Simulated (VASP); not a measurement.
# As3Ru (Cmcm) in VASP: further runs

Runs on As3Ru. Level: PBE. Tasks: single point.

Everything below comes from runs of VASP 6.6.1. Logs are shortened: lines on timing, memory, paths and dates and some standing lists are left out, and cuts for length are marked.

## 1. The cell of the first run

It takes space group Cmcm (No. 63, orthorhombic). Conventional cell: a = 6.552 Å, b = 9.794 Å, c = 4.423 Å, α = 90.00°, β = 90.00°, γ = 90.00°. As (site symmetry m2m) has 8 As at 2.73 to 2.99 Å and 4 Ru at 2.91 to 3.30 Å within 3.6 Å. As (site symmetry m) has 7 As at 2.73 to 2.99 Å and 4 Ru at 2.91 to 3.01 Å within 3.6 Å. Within 3.8 Å of Ru (site symmetry m2m) lie 12 As at 2.91 to 3.30 Å and 2 Ru at 3.40 Å.

## 2. Single point, PBE

Contents of INCAR:

```
SYSTEM = As3Ru
ALGO = Normal
EDIFF = 1E-6
ENCUT = 520
GGA = PE
ISIF = 2
ISMEAR = 0
LASPH = .True.
LCHARG = .True.
LELF = .True.
LREAL = .False.
LVHAR = .True.
LWAVE = .False.
NBANDS = 39
NELM = 100
PREC = Accurate
SIGMA = 0.1
```

Contents of KPOINTS:

```
k-points
0
Gamma
  4 4 4
  0 0 0
```

Contents of POSCAR:

```
As3Ru
1.0
    3.2760520167     -4.8967822414      0.0000000000
    3.2760520167      4.8967822414      0.0000000000
    0.0000000000      0.0000000000      4.4231083823
As Ru
6 2
Direct
    0.1751000000      0.8249000000      0.2500000000
    0.8249000000      0.1751000000      0.7500000000
    0.1179000000      0.3079000000      0.2500000000
    0.8821000000      0.6921000000      0.7500000000
    0.3079000000      0.1179000000      0.7500000000
    0.6921000000      0.8821000000      0.2500000000
    0.6321000000      0.3679000000      0.2500000000
    0.3679000000      0.6321000000      0.7500000000
```

Potentials or basis: VASP PAW PBE potentials, release 64 (As, Ru_pv).

Command:

```sh
$ cat potpaw_PBE.64/As/POTCAR potpaw_PBE.64/Ru_pv/POTCAR > POTCAR
$ mpirun -np 1 vasp_std > vasp.out
```

OUTCAR:

```text
SYSTEM = As3Ru
   EDIFF = 1E-6
   ENCUT = 520
   GGA = PE
   ISIF = 2
   ISMEAR = 0
   LASPH = .True.
   LREAL = .False.
   NELM = 100
   PREC = Accurate

 ion  position               nearest neighbor table
   1  0.175  0.825  0.250-   4 2.73   5 2.73   4 2.73   5 2.73   8 2.91   8 2.91
   2  0.825  0.175  0.750-   3 2.73   6 2.73   3 2.73   6 2.73   7 2.91   7 2.91
   3  0.118  0.308  0.250-   2 2.73   2 2.73   6 2.79   5 2.89   5 2.89   7 2.91   8 2.93   8 2.93
                             7 3.01
   4  0.882  0.692  0.750-   1 2.73   1 2.73   5 2.79   6 2.89   6 2.89   8 2.91   7 2.93   7 2.93
                             8 3.01
   5  0.308  0.118  0.750-   1 2.73   1 2.73   4 2.79   3 2.89   3 2.89   8 2.91   7 2.93   7 2.93
                             8 3.01
   6  0.692  0.882  0.250-   2 2.73   2 2.73   3 2.79   4 2.89   4 2.89   7 2.91   8 2.93   8 2.93
                             7 3.01
   7  0.632  0.368  0.250-   2 2.91   2 2.91   6 2.91   3 2.91   4 2.93   4 2.93   5 2.93   5 2.93
                             3 3.01   6 3.01
   8  0.368  0.632  0.750-   1 2.91   1 2.91   4 2.91   5 2.91   3 2.93   3 2.93   6 2.93   6 2.93
                             5 3.01   4 3.01

  LATTYP: Found a base centered orthorhombic cell.
 ALAT       =     6.5521040334
 B/A-ratio  =     1.4947205406
 C/A-ratio  =     0.6750668731

  Lattice vectors:

 A1 = (   3.2760520167,  -4.8967822414,   0.0000000000)
 A2 = (   3.2760520167,   4.8967822414,   0.0000000000)
 A3 = (   0.0000000000,   0.0000000000,   4.4231083823)

Analysis of symmetry for initial positions (statically):
=====================================================================
 Subroutine PRICEL returns:
 Original cell was already a primitive cell.

 Routine SETGRP: Setting up the symmetry group for a
 base centered orthorhombic supercell.

 Subroutine GETGRP returns: Found  8 space group operations
 (whereof  4 operations were pure point group operations)
 out of a pool of  8 trial point group operations.

The static configuration has the point symmetry C_2h.
 The point group associated with its full space group is D_2h.

Analysis of symmetry for dynamics (positions and initial velocities):
=====================================================================
 Subroutine PRICEL returns:
 Original cell was already a primitive cell.

 Routine SETGRP: Setting up the symmetry group for a
 base centered orthorhombic supercell.

 Subroutine GETGRP returns: Found  8 space group operations
 (whereof  4 operations were pure point group operations)
 out of a pool of  8 trial point group operations.

The dynamic configuration has the point symmetry C_2h.
[... 117 lines left out ...]
   TEBEG  =    0.0;   TEEND  =   0.0 temperature during run
   PSTRESS=    0.0 pullay stress
   NELECT =      58.0000    total number of electrons
   NUPDOWN=      -1.0000    fix difference up-down
   EMIN   =  10.00;   EMAX   =-10.00  energy-range for DOS
   EFERMI =   0.00;   METHOD = LEGACY
   ISMEAR =     0;   SIGMA  =   0.10  broadening in eV -4-tet -1-fermi 0-gaus
   EFERMI_NEDOS =   21; number of points for ismear=-14 and -15
   IALGO  =     38    algorithm
   IMIX   =      4    mixing-type and parameters
     AMIX     =   0.40;   BMIX     =  1.00
     AMIX_MAG =   1.60;   BMIX_MAG =  1.00
  volume/ion in A,a.u.               =      17.74       119.71
  Fermi-wavevector in a.u.,A,eV,Ry     =   1.214911  2.295849 20.082316  1.476009
  Thomas-Fermi vector in A             =   2.350315
   LORBIT       =      0    0 simple, 1 ext, 2 COOP (PROOUT), +10 PAW based schemes
   GGA     = PE    functional components
   LHFCALC =     F    Hartree Fock is set to
   AEXX    =    0.0000 exact exchange contribution
   IVDW    =     0    specifies the selected vdW correction
   LEPSILON=     F    determine dielectric tensor
   LRPA    =     F    only Hartree local field effects (RPA)
 non-spin polarized calculation
 Gauss-broadening in eV      SIGMA  =   0.10
  energy-cutoff  :      520.00
  volume of cell :      141.91
 maximum number of plane-waves:      3842
 NGX is ok and might be reduce to    48
   NGX = 21   NGY = 21   NGZ = 17

 number of electron      57.9999994 magnetization

 Free energy of the ion-electron system (eV)
  ---------------------------------------------------
  ext. energy  EPLUGINS =         0.00000000
  ---------------------------------------------------
  free energy    TOTEN  =       -41.95328905 eV

  energy without entropy =      -41.93551070  energy(sigma->0) =      -41.94439988

 E-fermi :   7.6637     XC(G=0): -11.4150

 val. band max:        7.6470637006   @ k =   0.5000   0.2500   0.0000
 cond. band min:       7.7527488934   @ k =   0.2500   0.0000   0.2500
 fundamental gap:      0.1056851928
 Fermi energy:         7.6636506044

 k-point     1 :       0.0000    0.0000    0.0000
  band No.  band energies     occupation
      1     -34.5472      2.00000
      2     -34.5304      2.00000
      3     -34.5134      2.00000
      4     -34.4889      2.00000
      5     -34.4297      2.00000
      6     -34.4262      2.00000
[... 871 lines left out ...]
     38      11.2546      0.00000
     39      11.7616      0.00000

------------------------ aborting loop because EDIFF is reached ----------------------------------------

  FORCE on cell =-STRESS in cart. coord.  units (eV):
  Direction    XX          YY          ZZ          XY          YZ          ZX
  --------------------------------------------------------------------------------------
  -------------------------------------------------------------------------------------
  Total       -2.5866159     -5.6210652     -3.4390153      0.0000000      0.0000000      0.0000000
  in kB      -29.2027248    -63.4614578    -38.8262573      0.0000000      0.0000000      0.0000000
  external PRESSURE =     -43.8301466 kB  Pullay stress =       0.0000000 kB

 VOLUME and BASIS-vectors are now :
 -----------------------------------------------------------------------------
  energy-cutoff  :      520.00
  volume of cell :      141.91
      direct lattice vectors                 reciprocal lattice vectors
     3.276052017 -4.896782241  0.000000000     0.152622729 -0.102107869  0.000000000
     3.276052017  4.896782241  0.000000000     0.152622729  0.102107869  0.000000000
     0.000000000  0.000000000  4.423108382     0.000000000  0.000000000  0.226085348

 POSITION                                       TOTAL-FORCE (eV/Angst)
 -----------------------------------------------------------------------------------
      3.27605      3.18193      1.10578         0.000000     -1.870867      0.000000
      3.27605     -3.18193      3.31733         0.000000      1.870867      0.000000
      1.39494      0.93039      1.10578         2.142551      0.461987     -0.000000
      5.15716     -0.93039      3.31733        -2.142551     -0.461987      0.000000
      1.39494     -0.93039      3.31733         2.142551     -0.461987      0.000000
      5.15716      0.93039      1.10578        -2.142551      0.461987     -0.000000
      3.27605     -1.29373      1.10578         0.000000      0.648788      0.000000
      3.27605      1.29373      3.31733         0.000000     -0.648788      0.000000
 -----------------------------------------------------------------------------------
    total drift:                                0.000000      0.000000     -0.000000

  FREE ENERGIE OF THE ION-ELECTRON SYSTEM (eV)
  ---------------------------------------------------
  free  energy   TOTEN  =       -41.9532890522 eV

  energy  without entropy=      -41.9355106980  energy(sigma->0) =      -41.94439988
```

Wall time 73 s (1 thread of Intel Xeon 6975P-C (Granite Rapids), shared host); peak memory 0.31 GiB.

What came out:

| Quantity | Value |
| --- | --- |
| Free energy | -41.9533 eV |
| Pressure | -4.4 GPa |
| Largest force | 2.192 eV/Å |
| Band gap on the k mesh | zero (bands 29 and 30 overlap by 1.01 eV) |

Forces in eV/Å, atoms in the order of the input:
```
As   0.000 -1.871  0.000
As   0.000  1.871  0.000
As   2.143  0.462  0.000
As  -2.143 -0.462  0.000
As   2.143 -0.462  0.000
As  -2.143  0.462  0.000
Ru   0.000  0.649  0.000
Ru   0.000 -0.649  0.000
```

Stress tensor (GPa, compression positive):
```
-2.92  0.00  0.00
 0.00 -6.35  0.00
 0.00  0.00 -3.88
```

Levels at points of the mesh, in eV from the Fermi level:
| k point | band 26 | band 27 | band 28 | band 29 | band 30 | band 31 | band 32 | band 33 |
| --- | --- | --- | --- | --- | --- | --- | --- | --- |
| (0.00, 0.00, 0.00) | -0.94 | -0.85 | -0.75 | -0.36 | -0.22 | -0.15 | 0.43 | 2.15 |
| (0.50, 0.00, 0.00) | -1.05 | -0.87 | -0.64 | -0.42 | -0.39 | 0.27 | 0.32 | 0.57 |
| (0.50, 0.50, 0.00) | -1.09 | -0.84 | -0.34 | -0.19 | -0.12 | 0.76 | 0.95 | 1.00 |
| (0.00, 0.00, 0.50) | -0.95 | -0.92 | -0.92 | 0.12 | 0.12 | 1.57 | 1.57 | 2.95 |
| (0.50, 0.00, 0.50) | -1.00 | -0.32 | -0.32 | 0.31 | 0.31 | 0.65 | 0.65 | 0.96 |
| (0.50, 0.50, 0.50) | -1.47 | -1.14 | -1.14 | 0.49 | 0.49 | 0.95 | 0.95 | 1.74 |

Caveat: the cell stands under tension; forces of over 1 eV/Å act on the atoms, so gaps and moduli don't describe the material at rest.

## 3. Single point, PBE

This run uses another cell than the first one, of 23.35 Å³/atom.

Contents of INCAR:

```
  PREC = Accurate
  ENCUT = 520
  EDIFF = 1E-7
  ISMEAR = 0
  SIGMA = 0.1
  LREAL = F
  LASPH = T
  NELM = 100
  ALGO = Normal
  ISIF = 2
  LWAVE = F
  LCHARG = F
  GGA = PE
  NBANDS = 39
```

Contents of KPOINTS:

```
Automatic mesh
0
Gamma
  4 4 4
```

Contents of POSCAR:

```
As3Ru
1.0
    4.0691699277     -5.7237319563      0.0000000000
    4.0691699277      5.7237319563      0.0000000000
    0.0000000000      0.0000000000      4.0101494286
As Ru
6 2
Direct
    0.2459778009      0.7540221991      0.2500000000
    0.7540221991      0.2459778009      0.7500000000
    0.2023964498      0.3945911455      0.2500000000
    0.7976035502      0.6054088545      0.7500000000
    0.3945911455      0.2023964498      0.7500000000
    0.6054088545      0.7976035502      0.2500000000
    0.5788348156      0.4211651844      0.2500000000
    0.4211651844      0.5788348156      0.7500000000
```

Potentials or basis: VASP PAW PBE potentials, release 64 (As, Ru_pv).

Command:

```sh
$ cat potpaw_PBE.64/As/POTCAR potpaw_PBE.64/Ru_pv/POTCAR > POTCAR
$ mpirun -np 1 vasp_std > vasp.out
```

It took 1.9 min on 1 thread of Intel Xeon 6975P-C (Granite Rapids), shared host; peak memory 0.35 GiB.

The run converged. Its results:

* Free energy: -46.3998 eV
* Pressure: 0.3 GPa
* Largest force: 0.064 eV/Å
* Band gap on the k mesh: zero (bands 29 and 30 overlap by 1.53 eV)

Forces in eV/Å, atoms in the order of the input:
```
As   0.000  0.063  0.000
As   0.000 -0.063  0.000
As  -0.064  0.000  0.000
As   0.064  0.000  0.000
As  -0.064  0.000  0.000
As   0.064  0.000  0.000
Ru   0.000 -0.019  0.000
Ru   0.000  0.019  0.000
```

Stress tensor (GPa, compression positive):
```
0.37 0.00 0.00
0.00 0.27 0.00
0.00 0.00 0.11
```

Levels at points of the mesh, in eV from the Fermi level:
```
           k point  band 26  band 27  band 28  band 29  band 30  band 31  band 32  band 33
(0.00, 0.00, 0.00)    -1.50    -1.25    -0.59     0.88     1.32     1.48     1.66     2.04
(0.50, 0.00, 0.00)    -1.41    -1.15    -0.53     0.56     1.20     1.22     1.53     1.81
(0.50, 0.50, 0.00)    -1.33    -1.12    -0.43     0.17     0.88     1.45     1.77     1.81
(0.00, 0.00, 0.50)    -2.17    -1.96    -1.96     0.16     0.16     0.45     0.45     2.64
(0.50, 0.00, 0.50)    -2.24    -1.68    -1.68    -0.42    -0.42     0.62     0.62     2.09
(0.50, 0.50, 0.50)    -2.08    -1.64    -1.64    -0.65    -0.65     0.94     0.94     1.37
```

Caveat: the k points lie up to 0.39 Å⁻¹ apart, too coarse for converged energies and pressures of a metal.

The gap in the log of VASP goes by the Fermi energy; the results here count the filled bands.